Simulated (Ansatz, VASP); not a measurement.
# Two plane-wave programs on BN

File POSCAR:

```
BN
1.0
    2.5788197107      0.0000000000      0.0000000000
   -1.2894098553      2.2333233812      0.0000000000
    0.0000000000      0.0000000000      4.0947767393
B N
2 2
Direct
    0.6666666667      0.3333333333      0.9997995909
    0.3333333333      0.6666666667      0.4997995909
    0.6666666667      0.3333333333      0.6252004091
    0.3333333333      0.6666666667      0.1252004091
```

The input INCAR.step1:

```
SYSTEM = BN
PREC = Accurate ; ENCUT = 520
ISMEAR = 0 ; SIGMA = 0.05
LREAL = .FALSE. ; LASPH = .TRUE.
NELM = 100 ; NBANDS = 16
GGA = PE ; ALGO = Normal
EDIFF = 1E-4 ; LWAVE = .TRUE.
LCHARG = .FALSE.
```

The input INCAR.step2:

```
SYSTEM = BN
PREC = Accurate ; ENCUT = 520
EDIFF = 1E-6 ; ISMEAR = 0
SIGMA = 0.05 ; LREAL = .FALSE.
LASPH = .TRUE. ; NELM = 100
ALGO = Normal ; ISIF = 2
LWAVE = .FALSE. ; LCHARG = .FALSE.
METAGGA = R2SCAN ; LMIXTAU = .TRUE.
NBANDS = 16 ; ISTART = 1
```

File KPOINTS:

```
regular mesh
0
G
  12 12 6
  0 0 0
```

Input for Ansatz:

```yaml
crystal:
  lattice:
    - [2.5788197107, 0.0, 0.0]
    - [-1.2894098553, 2.2333233812, 0.0]
    - [0.0, 0.0, 4.0947767393]
  atoms:
    - { symbol: B, position: [0.6666666667, 0.3333333333, 0.9997995909] }
    - { symbol: B, position: [0.3333333333, 0.6666666667, 0.4997995909] }
    - { symbol: "N", position: [0.6666666667, 0.3333333333, 0.6252004091] }
    - { symbol: "N", position: [0.3333333333, 0.6666666667, 0.1252004091] }
basis:
  ecutwfc: 500
kpoints:
  mp_grid: { grid: [12, 12, 6] }
hamiltonian:
  xc: r2scan
scf:
  occupations: { method: gaussian, width: 0.05 }
output:
  forces: true
  stress: true
  eigenvalues: true
```

Alike in both runs: task single point; functional r2SCAN; k mesh 12 × 12 × 6; occupations gaussian, width 0.05 eV; no spin polarisation.

|  | VASP | Ansatz |
| --- | --- | --- |
| version | VASP 6.6.1 | Ansatz 0.2.0 |
| potentials or method | VASP PAW PBE potentials, release 64 (B, N), cutoff 520 eV | scalar-relativistic, plane waves, PAW |
| valence electrons in the cell | 16 | 16 |

```tsv
	VASP	Ansatz	Ansatz less VASP
gap on the k mesh at the Fermi level (eV)	5.86	5.90	+0.034
least direct gap on the mesh (eV)	8.63	8.66	+0.022
pressure (GPa)	2.1	1.0	-1.12
traceless stress, the component that is largest in VASP (GPa)	28.06	27.90	-0.162
rms of the force components (eV/Å)	0.047	0.043	-0.0041
```

VASP's potentials were made for PBE, not for r2SCAN. Atom by atom the forces differ by 0.004 eV/Å (rms over components).
